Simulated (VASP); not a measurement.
# Os4C in VASP: further runs, part 2 of 2

VASP 6.6.1. The steps go on from the part before.

## (3) Single point, LDA

The input, INCAR:

```
PREC = Accurate
ENCUT = 520
EDIFF = 1E-6
ISMEAR = 0
SIGMA = 0.1
LREAL = F
LASPH = T
NELM = 80
ALGO = Normal
ISIF = 2
LWAVE = F
LCHARG = F
LDIPOL = T
IDIPOL = 3
DIPOL = 0.5 0.5 0.374
GGA = CA
NBANDS = 26
```

The input, KPOINTS:

```
regular mesh
0
Gamma
  12 12 1
```

The input, POSCAR:

```
Os4C
1.0
    2.7145740629      0.0000000000      0.0000000000
   -1.3572870314      2.3508900989      0.0000000000
    0.0000000000      0.0000000000     21.8661488866
Os C
4 1
Direct
    0.6666666667      0.3333333333      0.1829311609
    0.3333333333      0.6666666667      0.2811020214
    0.6666666667      0.3333333333      0.3787246389
    0.3333333333      0.6666666667      0.4740729124
    0.3333333333      0.8333333333      0.5535924919
```

Potentials or basis: VASP PAW LDA potentials, release 64 (Os, C).

Command:

```sh
$ cat potpaw_LDA.64/Os/POTCAR potpaw_LDA.64/C/POTCAR > POTCAR
$ mpirun -np 1 vasp_std > vasp.out
```

OUTCAR:

```text
PREC = Accurate
   ENCUT = 520
   EDIFF = 1E-6
   ISMEAR = 0
   LREAL = F
   LASPH = T
   NELM = 80
   ISIF = 2
   GGA = CA

 ion  position               nearest neighbor table
   1  0.667  0.333  0.183-   2 2.66   2 2.66   2 2.66
   2  0.333  0.667  0.281-   3 2.65   3 2.65   3 2.65   1 2.66   1 2.66   1 2.66
   3  0.667  0.333  0.379-   4 2.61   4 2.61   4 2.61   2 2.65   2 2.65   2 2.65
   4  0.333  0.667  0.474-   5 1.80   3 2.61   3 2.61   3 2.61
   5  0.333  0.833  0.554-   4 1.80

  LATTYP: Found a hexagonal cell.
 ALAT       =     2.7145740629
 C/A-ratio  =     8.0550938674
[... 903 lines left out ...]
  -------------------------------------------------------------------------------------
  Total        0.1251205     -0.7866467      2.5399458      0.0046888      1.3555941     -1.2438637
  in kB        1.4365896     -9.0320012     29.1627660      0.0538354     15.5644555    -14.2816058
  external PRESSURE =       7.1891181 kB  Pullay stress =       0.0000000 kB

 VOLUME and BASIS-vectors are now :
 -----------------------------------------------------------------------------
  energy-cutoff  :      520.00
  volume of cell :      139.54
      direct lattice vectors                 reciprocal lattice vectors
     2.714574063  0.000000000  0.000000000     0.368381918  0.212685400  0.000000000
    -1.357287031  2.350890099  0.000000000     0.000000000  0.425370799  0.000000000
     0.000000000  0.000000000 21.866148887     0.000000000  0.000000000  0.045732790

 POSITION                                       TOTAL-FORCE (eV/Angst)
 -----------------------------------------------------------------------------------
      1.35729      0.78363      4.00000         0.063197     -0.016308      1.104619
     -0.00000      1.56726      6.14662        -0.053128      0.036760     -0.992382
      1.35729      0.78363      8.28125         0.112777     -0.216971     -2.392599
     -0.00000      1.56726     10.36615         0.354955     -0.352535      2.000396
     -0.22621      1.95908     12.10494        -0.477801      0.549054      0.279966
 -----------------------------------------------------------------------------------
    total drift:                                0.000033     -0.000027     -0.000399

  FREE ENERGIE OF THE ION-ELECTRON SYSTEM (eV)
  ---------------------------------------------------
  free  energy   TOTEN  =       -54.3913516062 eV

  energy  without entropy=      -54.3758092135  energy(sigma->0) =      -54.38358041

 vacuum level on the upper side and lower side of the slab         7.638         5.869
```

OSZICAR:

```text
N       E                     dE             d eps       ncg     rms          rms(c)
DAV:   1     0.256268805563E+03    0.25627E+03   -0.15720E+04  3848   0.120E+03
DAV:   2    -0.317336425816E+02   -0.28800E+03   -0.26527E+03  4550   0.375E+02
DAV:   3    -0.577025229537E+02   -0.25969E+02   -0.24578E+02  4942   0.919E+01
[... 24 lines left out ...]
DAV:  28    -0.543913296488E+02   -0.24565E-05   -0.10582E-04  6252   0.493E-02    0.231E-02
DAV:  29    -0.543913366253E+02   -0.69765E-05   -0.71605E-06  4010   0.166E-02    0.151E-02
DAV:  30    -0.543913405417E+02   -0.39164E-05   -0.99481E-07  2360   0.597E-03    0.152E-02
DAV:  31    -0.543913511668E+02   -0.10625E-04   -0.11532E-05  3968   0.154E-02    0.954E-03
DAV:  32    -0.543913516062E+02   -0.43932E-06   -0.85463E-07  2186   0.745E-03
   1 F= -.54391352E+02 E0= -.54383580E+02  d E =-.155424E-01
```

Wall time 4.1 min (1 thread of Intel Xeon 6975P-C (Granite Rapids), shared host); peak memory 0.36 GiB.

Results:

- Free energy: -54.3914 eV
- Largest force: 2.405 eV/Å
- Band gap on the k mesh: zero (bands 18 and 19 overlap by 2.88 eV)

Forces on the atoms (eV/Å):
```
Os   0.063 -0.016  1.105
Os  -0.053  0.037 -0.992
Os   0.113 -0.217 -2.393
Os   0.355 -0.353  2.000
C   -0.478  0.549  0.280
```

Caveat: spin-orbit coupling is left out, which moves the levels of the heavy elements.

## (4) Single point, LDA

The input, INCAR:

```
SYSTEM = Os4C
  PREC = Accurate
  ENCUT = 520
  EDIFF = 1E-6
  ISMEAR = 0
  SIGMA = 0.1
  LREAL = .False.
  LASPH = .True.
  NELM = 80
  ALGO = Normal
  ISIF = 2
  LWAVE = .False.
  LCHARG = .False.
  LDIPOL = .True.
  IDIPOL = 3
  DIPOL = 0.5 0.5 0.371
  NBANDS = 26
```

The input, KPOINTS:

```
regular mesh
0
Gamma
  12 12 1
  0 0 0
```

POSCAR: that of step 3 with these lines changed.

```diff
@@ -12,2 +12,2 @@
     0.3333333333      0.6666666667      0.4740729124
-    0.3333333333      0.8333333333      0.5535924919
+    0.5000000000      1.3333333333      0.5363073288
```

Command:

```sh
$ cat potpaw_LDA.64/Os/POTCAR potpaw_LDA.64/C/POTCAR > POTCAR
$ mpirun -np 1 vasp_std > vasp.out
```

Run time: 5.7 min. Hardware: 1 thread of Intel Xeon 6975P-C (Granite Rapids), shared host; peak memory 0.37 GiB.

It converged, with:

| Property | Result |
| --- | --- |
| Free energy | -55.1903 eV |
| Largest force | 3.271 eV/Å |
| Band gap on the k mesh | zero (bands 18 and 19 overlap by 2.64 eV) |

Forces in eV/Å, atoms in the order of the input:
```
Os  -0.037 -0.005  1.306
Os   0.105  0.009 -1.472
Os  -0.132  0.293 -2.236
Os  -2.354  0.955  2.061
C    2.419 -1.252  0.342
```

Levels at points of the mesh, in eV from the Fermi level:
| k point | band 15 | band 16 | band 17 | band 18 | band 19 | band 20 |
| --- | --- | --- | --- | --- | --- | --- |
| (0.00, 0.00, 0.00) | -2.36 | -2.35 | -2.18 | -1.33 | -0.55 | -0.17 |
| (0.50, 0.00, 0.00) | -0.85 | 0.63 | 1.04 | 1.35 | 1.90 | 2.05 |
| (0.00, 0.50, 0.00) | -0.81 | 0.09 | 0.87 | 1.39 | 1.83 | 2.01 |
| (0.50, 0.50, 0.00) | -0.74 | -0.40 | 0.90 | 1.36 | 1.67 | 2.05 |

Caveat: spin-orbit coupling is left out, which moves the levels of the heavy elements.

## (5) Summary

```csv
cell,gap on the mesh (eV),largest force (eV/Å)
"as given, atomic positions A",none,2.32
"as given, atomic positions B",none,2.41
"as given, atomic positions C",none,3.27
```

Alike in all rows: task single point; level LDA; potentials or basis VASP PAW LDA potentials, release 64 (Os, C); no spin polarisation; k mesh 12 × 12 × 1; cutoff (eV) 520; smearing gaussian 0.1 eV.

Caveats: spin-orbit coupling is left out, which moves the levels of the heavy elements.

Total energies depend on the potentials used, so only differences within one code and one set of settings carry meaning.
